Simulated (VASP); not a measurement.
# Al12H in VASP: a series of runs

Runs on Al12H. Level: PBE. Tasks: single point.

Everything below comes from runs of VASP 6.6.1. Logs are shortened: lines on timing, memory, paths and dates and some standing lists are left out, and cuts for length are marked.

## (1) The cell of the first run

The cell holds a slab with vacuum, 13 atoms: a = 5.714 Å, b = 5.714 Å, c = 20.101 Å, α = 90.00°, β = 90.00°, γ = 120.00°.

## (2) Single point, PBE

Input file INCAR:

```
ALGO = Normal
DIPOL = 0.5 0.5 0.328
EDIFF = 1E-6
ENCUT = 520
GGA = PE
IDIPOL = 3
ISIF = 2
ISMEAR = 0
LASPH = True
LCHARG = False
LDIPOL = True
LREAL = False
LWAVE = False
NBANDS = 30
NELM = 60
PREC = Accurate
SIGMA = 0.1
```

Input file KPOINTS:

```
k-points
0
Gamma
  6 6 1
```

Input file POSCAR:

```
Al12H
1.0
    5.7135165838      0.0000000000      0.0000000000
   -2.8567582919      4.9480505065      0.0000000000
    0.0000000000      0.0000000000     20.1013781936
Al H
12 1
Direct
    0.3333333333      0.1666666667      0.1989913309
    0.3333333333      0.6666666667      0.1989913309
    0.8333333333      0.1666666667      0.1989913309
    0.8333333333      0.6666666667      0.1989913309
    0.1666666667      0.3333333333      0.3134471578
    0.1666666667      0.8333333333      0.3134471578
    0.6666666667      0.3333333333      0.3134471578
    0.6666666667      0.8333333333      0.3134471578
    0.0000000000      0.0000000000      0.4278999236
    0.0000000000      0.5000000000      0.4278999236
    0.5000000000      0.0000000000      0.4278999236
    0.5000000000      0.5000000000      0.4278999236
    0.0000000000      0.0833333333      0.5058444770
```

Potentials or basis: VASP PAW PBE potentials, release 64 (Al, H).

Command:

```bash
cat potpaw_PBE.64/Al/POTCAR potpaw_PBE.64/H/POTCAR > POTCAR
mpirun -np 1 vasp_std > vasp.out
```

OUTCAR:

```text
EDIFF = 1E-6
   ENCUT = 520
   GGA = PE
   ISIF = 2
   ISMEAR = 0
   LASPH = True
   LREAL = False
   NELM = 60
   PREC = Accurate

 ion  position               nearest neighbor table
   1  0.333  0.167  0.199-   5 2.83   6 2.83   7 2.83   4 2.86   2 2.86   2 2.86   4 2.86   3 2.86
                             3 2.86
   2  0.333  0.667  0.199-   6 2.83   5 2.83   8 2.83   3 2.86   1 2.86   1 2.86   3 2.86   4 2.86
                             4 2.86
   3  0.833  0.167  0.199-   7 2.83   8 2.83   5 2.83   4 2.86   2 2.86   4 2.86   2 2.86   1 2.86
                             1 2.86
   4  0.833  0.667  0.199-   8 2.83   7 2.83   6 2.83   3 2.86   1 2.86   3 2.86   1 2.86   2 2.86
                             2 2.86
   5  0.167  0.333  0.313-   9 2.83  12 2.83  10 2.83   1 2.83   2 2.83   3 2.83   8 2.86   6 2.86
                             6 2.86   8 2.86   7 2.86   7 2.86
   6  0.167  0.833  0.313-  10 2.83  11 2.83   9 2.83   2 2.83   1 2.83   4 2.83   7 2.86   5 2.86
                             5 2.86   7 2.86   8 2.86   8 2.86
   7  0.667  0.333  0.313-  11 2.83  10 2.83  12 2.83   3 2.83   4 2.83   1 2.83   8 2.86   6 2.86
                             8 2.86   6 2.86   5 2.86   5 2.86
   8  0.667  0.833  0.313-  12 2.83   9 2.83  11 2.83   4 2.83   3 2.83   2 2.83   7 2.86   5 2.86
                             7 2.86   5 2.86   6 2.86   6 2.86
   9  0.000  0.000  0.428-  13 1.64   5 2.83   8 2.83   6 2.83  12 2.86  10 2.86  10 2.86  12 2.86
                            11 2.86  11 2.86
  10  0.000  0.500  0.428-   6 2.83   7 2.83   5 2.83   9 2.86  11 2.86   9 2.86  11 2.86  12 2.86
                            12 2.86
  11  0.500  0.000  0.428-   7 2.83   6 2.83   8 2.83  10 2.86  12 2.86  12 2.86  10 2.86   9 2.86
                             9 2.86
  12  0.500  0.500  0.428-   8 2.83   5 2.83   7 2.83   9 2.86  11 2.86  11 2.86   9 2.86  10 2.86
                            10 2.86
  13  0.000  0.083  0.506-   9 1.64

  LATTYP: Found a hexagonal cell.
 ALAT       =     5.7135165838
 C/A-ratio  =     3.5182147280

  Lattice vectors:

 A1 = (   5.7135165838,   0.0000000000,   0.0000000000)
 A2 = (  -2.8567582919,   4.9480505065,   0.0000000000)
 A3 = (   0.0000000000,   0.0000000000,  20.1013781936)

Analysis of symmetry for initial positions (statically):
=====================================================================
 Subroutine PRICEL returns:
 Original cell was already a primitive cell.

 Routine SETGRP: Setting up the symmetry group for a
 hexagonal supercell.

 Subroutine GETGRP returns: Found  1 space group operations
 (whereof  1 operations were pure point group operations)
 out of a pool of 24 trial point group operations.

The static configuration has the point symmetry C_1 .

Analysis of symmetry for dynamics (positions and initial velocities):
=====================================================================
 Subroutine PRICEL returns:
 Original cell was already a primitive cell.

 Routine SETGRP: Setting up the symmetry group for a
 hexagonal supercell.

 Subroutine GETGRP returns: Found  1 space group operations
 (whereof  1 operations were pure point group operations)
 out of a pool of 24 trial point group operations.

The dynamic configuration has the point symmetry C_1 .

 Subroutine INISYM returns: Found  1 space group operations
 (whereof  1 operations are pure point group operations),
 and found     1 'primitive' translations

----------------------------------------------------------------------------------------

                                     Primitive cell

  volume of cell :     568.2814

  direct lattice vectors                    reciprocal lattice vectors
     5.713516584  0.000000000  0.000000000     0.175023558  0.101049898  0.000000000
    -2.856758292  4.948050506  0.000000000     0.000000000  0.202099796  0.000000000
     0.000000000  0.000000000 20.101378194     0.000000000  0.000000000  0.049747833

  length of vectors
     5.713516584  5.713516584 20.101378194     0.202099796  0.202099796  0.049747833

  position of ions in fractional coordinates (direct lattice)
     0.333333333  0.166666667  0.198991331
     0.333333333  0.666666667  0.198991331
     0.833333333  0.166666667  0.198991331
     0.833333333  0.666666667  0.198991331
     0.166666667  0.333333333  0.313447158
     0.166666667  0.833333333  0.313447158
     0.666666667  0.333333333  0.313447158
     0.666666667  0.833333333  0.313447158
     0.000000000  0.000000000  0.427899924
     0.000000000  0.500000000  0.427899924
     0.500000000  0.000000000  0.427899924
[... 43 lines left out ...]
 Found     20 irreducible k-points:

 Following reciprocal coordinates:
            Coordinates               Weight
  0.000000  0.000000  0.000000      1.000000
  0.166667  0.000000  0.000000      2.000000
  0.000000  0.166667  0.000000      2.000000
 -0.166667  0.166667  0.000000      2.000000
  0.333333 -0.000000  0.000000      2.000000
  0.000000  0.333333  0.000000      2.000000
[... 12 lines left out ...]
  0.500000 -0.166667  0.000000      2.000000
  0.333333  0.333333  0.000000      2.000000
   k-points           NKPTS =     20   k-points in BZ     NKDIM =     20   number of bands    NBANDS=     30
   number of dos      NEDOS =    301   number of ions     NIONS =     13
   total plane-waves  NPLWV = 264600
   dimension x,y,z NGX =    42 NGY =   42 NGZ =  150
   dimension x,y,z NGXF=    84 NGYF=   84 NGZF=  300
   ions per type =              12   1
   NGX,Y,Z   is equivalent  to a cutoff of  12.22, 12.22, 12.41 a.u.
   NGXF,Y,Z  is equivalent  to a cutoff of  24.44, 24.44, 24.81 a.u.
 SYSTEM =  unknown system
   PREC   = accura    normal or accurate (medium, high low for compatibility)
   ISTART =      0    job   : 0-new  1-cont  2-samecut
   ICHARG =      2    charge: 1-file 2-atom 10-const
   ISPIN  =      1    spin polarized calculation?
   LNONCOLLINEAR =      F non collinear calculations
   LSORBIT =      F    spin-orbit coupling
   LASPH  =      T    aspherical Exc in radial PAW
   ENCUT  =  520.0 eV  38.22 Ry    6.18 a.u.  10.62 10.62 37.38*2*pi/ulx,y,z
   NELM   =     60;   NELMIN=  2; NELMDL= -5     # of ELM steps
   EDIFF  = 0.1E-05   stopping-criterion for ELM
   LREAL  =      F    real-space projection
   EDIFFG = 0.1E-04   stopping-criterion for IOM
   NSW    =      0    number of steps for IOM
   IBRION =     -1    ionic relax: 0-MD 1-quasi-New 2-CG
   NFREE  =      0    steps in history (QN), initial steepest desc. (CG)
   ISIF   =      2    stress and relaxation
   ISYM   =      2    0-nonsym 1-usesym 2-fastsym
   POTIM  = 0.5000    time-step for ionic-motion
   TEBEG  =    0.0;   TEEND  =   0.0 temperature during run
   PSTRESS=    0.0 pullay stress
   NELECT =      37.0000    total number of electrons
   NUPDOWN=      -1.0000    fix difference up-down
   EMIN   =  10.00;   EMAX   =-10.00  energy-range for DOS
   EFERMI =   0.00;   METHOD = LEGACY
   ISMEAR =     0;   SIGMA  =   0.10  broadening in eV -4-tet -1-fermi 0-gaus
   EFERMI_NEDOS =   21; number of points for ismear=-14 and -15
   IALGO  =     38    algorithm
   IMIX   =      4    mixing-type and parameters
     AMIX     =   0.40;   BMIX     =  1.00
     AMIX_MAG =   1.60;   BMIX_MAG =  1.00
  volume/ion in A,a.u.               =      43.71       295.00
  Fermi-wavevector in a.u.,A,eV,Ry     =   0.658599  1.244571  5.901559  0.433752
  Thomas-Fermi vector in A             =   1.730471
   LORBIT       =      0    0 simple, 1 ext, 2 COOP (PROOUT), +10 PAW based schemes
   GGA     = PE    functional components
   LHFCALC =     F    Hartree Fock is set to
   AEXX    =    0.0000 exact exchange contribution
   IVDW    =     0    specifies the selected vdW correction
   LEPSILON=     F    determine dielectric tensor
   LRPA    =     F    only Hartree local field effects (RPA)
 non-spin polarized calculation
 Gauss-broadening in eV      SIGMA  =   0.10
  energy-cutoff  :      520.00
  volume of cell :      568.28
 maximum number of plane-waves:     15351
   NGX = 21   NGY = 21   NGZ = 75

 dipolmoment           0.000000      0.000000     -0.165721 electrons x Angstroem

 number of electron      37.0000000 magnetization

 dipolmoment           0.000000      0.000000      0.069416 electrons x Angstroem

 Free energy of the ion-electron system (eV)
  ---------------------------------------------------
  ext. energy  EPLUGINS =         0.00000000
  ---------------------------------------------------
  free energy    TOTEN  =       -45.05673994 eV

  energy without entropy =      -45.03859032  energy(sigma->0) =      -45.04766513

 E-fermi :   0.1396     XC(G=0):  -4.4833

 val. band max:        0.1331670414   @ k =   0.5000  -0.0000   0.0000
 cond. band min:       0.1847989146   @ k =   0.1667   0.1667   0.0000
 fundamental gap:      0.0516318732
 Fermi energy:         0.1395716183

 k-point     1 :       0.0000    0.0000    0.0000
  band No.  band energies     occupation
      1     -10.4844      2.00000
      2      -8.8032      2.00000
      3      -6.2423      2.00000
      4      -4.7214      2.00000
      5      -4.6027      2.00000
      6      -4.5912      2.00000
[... 649 lines left out ...]
     29       3.4517      0.00000
     30       3.4687      0.00000

------------------------ aborting loop because EDIFF is reached ----------------------------------------

 vacuum level on the upper side and lower side of the slab       (xc-potential included)         0.190        -0.244

  FORCE on cell =-STRESS in cart. coord.  units (eV):
  Direction    XX          YY          ZZ          XY          YZ          ZX
  --------------------------------------------------------------------------------------
  -------------------------------------------------------------------------------------
  Total       -2.0353430     -2.3088789      0.8996298     -0.0129465     -0.2189851      0.0826794
  in kB       -5.7383197     -6.5095098      2.5363604     -0.0365007     -0.6173929      0.2331010
  external PRESSURE =      -3.2371564 kB  Pullay stress =       0.0000000 kB

 VOLUME and BASIS-vectors are now :
 -----------------------------------------------------------------------------
  energy-cutoff  :      520.00
  volume of cell :      568.28
      direct lattice vectors                 reciprocal lattice vectors
     5.713516584  0.000000000  0.000000000     0.175023558  0.101049898  0.000000000
    -2.856758292  4.948050506  0.000000000     0.000000000  0.202099796  0.000000000
     0.000000000  0.000000000 20.101378194     0.000000000  0.000000000  0.049747833

 POSITION                                       TOTAL-FORCE (eV/Angst)
 -----------------------------------------------------------------------------------
      1.42838      0.82468      4.00000         0.070406      0.015653     -0.094153
     -0.00000      3.29870      4.00000        -0.010862      0.037530     -0.049807
      4.28514      0.82468      4.00000        -0.070438      0.012266     -0.060008
      2.85676      3.29870      4.00000        -0.002103     -0.055809     -0.103976
      0.00000      1.64935      6.30072        -0.005018      0.151936      0.180519
     -1.42838      4.12338      6.30072         0.172986     -0.100448      0.015352
      2.85676      1.64935      6.30072        -0.018531      0.059111     -0.076314
      1.42838      4.12338      6.30072        -0.140874     -0.083727      0.091199
      0.00000      0.00000      8.60138         0.096065     -0.119211      0.513435
     -1.42838      2.47403      8.60138        -0.123211      0.112577     -0.119790
      2.85676      0.00000      8.60138        -0.121421      0.021458     -0.158404
      1.42838      2.47403      8.60138         0.125926      0.020563     -0.129752
     -0.23806      0.41234     10.16817         0.027076     -0.071898     -0.008302
 -----------------------------------------------------------------------------------
    total drift:                               -0.000004      0.000018     -0.000183

  FREE ENERGIE OF THE ION-ELECTRON SYSTEM (eV)
  ---------------------------------------------------
  free  energy   TOTEN  =       -45.0567399376 eV

  energy  without entropy=      -45.0385903181  energy(sigma->0) =      -45.04766513

 vacuum level on the upper side and lower side of the slab         4.505         4.047
```

Wall time 6.2 min (1 thread of Intel Xeon 6975P-C (Granite Rapids), shared host); peak memory 0.69 GiB.

What came out:

```yaml
Free_energy: -45.0567 eV
Largest_force: 0.536 eV/Å
```

Forces on the atoms (eV/Å):
```
Al   0.070  0.016 -0.094
Al  -0.011  0.038 -0.050
Al  -0.070  0.012 -0.060
Al  -0.002 -0.056 -0.104
Al  -0.005  0.152  0.181
Al   0.173 -0.100  0.015
Al  -0.019  0.059 -0.076
Al  -0.141 -0.084  0.091
Al   0.096 -0.119  0.513
Al  -0.123  0.113 -0.120
Al  -0.121  0.021 -0.158
Al   0.126  0.021 -0.130
H    0.027 -0.072 -0.008
```

Levels at points of the mesh, in eV from the Fermi level:
```tsv
k point	band 16	band 17	band 18	band 19	band 20	band 21
(0.00, 0.00, 0.00)	-2.75	-1.70	-0.41	-0.39	-0.26	-0.18
(0.50, 0.00, 0.00)	-0.53	-0.44	-0.25	-0.01	0.91	0.98
(0.00, 0.50, 0.00)	-0.53	-0.41	-0.26	-0.08	0.91	0.95
(0.50, 0.50, 0.00)	-0.53	-0.52	-0.25	0.05	0.92	1.03
```

## (3) Single point, PBE

Input file INCAR:

```
PREC = Accurate
ENCUT = 520
EDIFF = 1E-7
ISMEAR = 0
SIGMA = 0.1
LREAL = False
LASPH = True
NELM = 60
ALGO = Normal
ISIF = 2
LWAVE = False
LCHARG = False
LDIPOL = True
IDIPOL = 3
DIPOL = 0.5 0.5 0.327
GGA = PE
NBANDS = 30
```

Input file KPOINTS:

```
Automatic mesh
0
Gamma
  6 6 1
```

POSCAR: that of step 2 with these lines changed.

```diff
@@ -20,2 +20,2 @@
     0.5000000000      0.5000000000      0.4278999236
-    0.0000000000      0.0833333333      0.5058444770
+    0.0833333333      0.3333333333      0.4866236700
```

Potentials or basis: VASP PAW PBE potentials, release 64 (Al, H).

Command:

```bash
cat potpaw_PBE.64/Al/POTCAR potpaw_PBE.64/H/POTCAR > POTCAR
mpirun -np 1 vasp_std > vasp.out
```

OUTCAR:

```text
PREC = Accurate
   ENCUT = 520
   EDIFF = 1E-7
   ISMEAR = 0
   LREAL = False
   LASPH = True
   NELM = 60
   ISIF = 2
   GGA = PE

 ion  position               nearest neighbor table
   1  0.333  0.167  0.199-   5 2.83   6 2.83   7 2.83   4 2.86   2 2.86   2 2.86   4 2.86   3 2.86
                             3 2.86
   2  0.333  0.667  0.199-   6 2.83   5 2.83   8 2.83   3 2.86   1 2.86   1 2.86   3 2.86   4 2.86
                             4 2.86
   3  0.833  0.167  0.199-   7 2.83   8 2.83   5 2.83   4 2.86   2 2.86   4 2.86   2 2.86   1 2.86
                             1 2.86
   4  0.833  0.667  0.199-   8 2.83   7 2.83   6 2.83   3 2.86   1 2.86   3 2.86   1 2.86   2 2.86
                             2 2.86
[... 908 lines left out ...]
    -2.856758292  4.948050506  0.000000000     0.000000000  0.202099796  0.000000000
     0.000000000  0.000000000 20.101378194     0.000000000  0.000000000  0.049747833

 POSITION                                       TOTAL-FORCE (eV/Angst)
 -----------------------------------------------------------------------------------
      1.42838      0.82468      4.00000         0.077906     -0.015134     -0.065467
     -0.00000      3.29870      4.00000         0.028722      0.089106     -0.062035
      4.28514      0.82468      4.00000        -0.105936     -0.064770     -0.029494
      2.85676      3.29870      4.00000        -0.007456     -0.014747     -0.124385
      0.00000      1.64935      6.30072         0.028588     -0.017224      0.282454
     -1.42838      4.12338      6.30072         0.022368      0.057385     -0.066906
      2.85676      1.64935      6.30072        -0.020274      0.020370     -0.026055
      1.42838      4.12338      6.30072         0.100963     -0.050710     -0.057484
      0.00000      0.00000      8.60138         0.045215      0.015085      0.156852
     -1.42838      2.47403      8.60138        -0.143345      0.195533      0.095118
      2.85676      0.00000      8.60138        -0.236335     -0.105009     -0.110209
      1.42838      2.47403      8.60138         0.169653      0.076924      0.016977
     -0.47613      1.64935      9.78181         0.039931     -0.186808     -0.009366
 -----------------------------------------------------------------------------------
    total drift:                                0.000008      0.000007     -0.000200

  FREE ENERGIE OF THE ION-ELECTRON SYSTEM (eV)
  ---------------------------------------------------
  free  energy   TOTEN  =       -45.0515575473 eV

  energy  without entropy=      -45.0328120705  energy(sigma->0) =      -45.04218481

 vacuum level on the upper side and lower side of the slab         4.231         4.124
```

Wall time 6.3 min (1 thread of Intel Xeon 6975P-C (Granite Rapids), shared host); peak memory 0.69 GiB.

Results:

| Property | Result |
| --- | --- |
| Free energy | -45.0516 eV |
| Largest force | 0.284 eV/Å |

Forces in eV/Å, atoms in the order of the input:
```
Al   0.078 -0.015 -0.065
Al   0.029  0.089 -0.062
Al  -0.106 -0.065 -0.029
Al  -0.007 -0.015 -0.124
Al   0.029 -0.017  0.282
Al   0.022  0.057 -0.067
Al  -0.020  0.020 -0.026
Al   0.101 -0.051 -0.057
Al   0.045  0.015  0.157
Al  -0.143  0.196  0.095
Al  -0.236 -0.105 -0.110
Al   0.170  0.077  0.017
H    0.040 -0.187 -0.009
```

Levels at points of the mesh, in eV from the Fermi level:
| k point | band 16 | band 17 | band 18 | band 19 | band 20 | band 21 |
| --- | --- | --- | --- | --- | --- | --- |
| (0.00, 0.00, 0.00) | -2.73 | -1.55 | -0.48 | -0.43 | -0.37 | -0.16 |
| (0.50, 0.00, 0.00) | -0.51 | -0.28 | -0.23 | 0.28 | 0.90 | 0.93 |
| (0.00, 0.50, 0.00) | -0.51 | -0.38 | -0.23 | 0.24 | 0.91 | 0.97 |
| (0.50, 0.50, 0.00) | -0.51 | -0.30 | -0.23 | 0.11 | 0.88 | 0.93 |

## (4) Single point, PBE

Input file INCAR:

```
SYSTEM = Al12H
ALGO = Normal
DIPOL = 0.5 0.5 0.327
EDIFF = 1E-7
ENCUT = 520
GGA = PE
IDIPOL = 3
ISIF = 2
ISMEAR = 0
LASPH = .TRUE.
LCHARG = .FALSE.
LDIPOL = .TRUE.
LREAL = .FALSE.
LWAVE = .FALSE.
NBANDS = 30
NELM = 100
PREC = Accurate
SIGMA = 0.1
```

Input file KPOINTS:

```
k-points
0
G
  6 6 1
  0 0 0
```

POSCAR: that of step 3 with these lines changed.

```diff
@@ -20,2 +20,2 @@
     0.5000000000      0.5000000000      0.4278999236
-    0.0833333333      0.3333333333      0.4866236700
+    0.2500000000      0.1666666667      0.4853914666
```

Command:

```bash
cat potpaw_PBE.64/Al/POTCAR potpaw_PBE.64/H/POTCAR > POTCAR
mpirun -np 1 vasp_std > vasp.out
```

Wall time 5.5 min (1 thread of Intel Xeon 6975P-C (Granite Rapids), shared host); peak memory 0.7 GiB.

It converged, with:

- Free energy: -45.1326 eV
- Largest force: 0.510 eV/Å

Forces in eV/Å, atoms in the order of the input:
```
Al   0.058 -0.011  0.020
Al  -0.064 -0.018 -0.109
Al  -0.024  0.070 -0.109
Al   0.063 -0.040 -0.121
Al   0.008  0.006  0.234
Al  -0.012  0.001  0.138
Al  -0.003  0.034  0.041
Al  -0.076 -0.010 -0.089
Al  -0.428 -0.277 -0.021
Al  -0.169  0.040 -0.038
Al   0.412 -0.189 -0.050
Al  -0.015  0.199  0.112
H    0.250  0.195 -0.008
```

Levels at points of the mesh, in eV from the Fermi level:
```csv
k point,band 16,band 17,band 18,band 19,band 20,band 21
"(0.00, 0.00, 0.00)",-2.76,-1.49,-0.48,-0.44,-0.27,-0.22
"(0.50, 0.00, 0.00)",-0.52,-0.46,-0.25,0.33,0.91,1.10
"(0.00, 0.50, 0.00)",-0.52,-0.39,-0.25,0.31,0.90,0.96
"(0.50, 0.50, 0.00)",-0.53,-0.33,-0.25,0.38,0.89,0.94
```
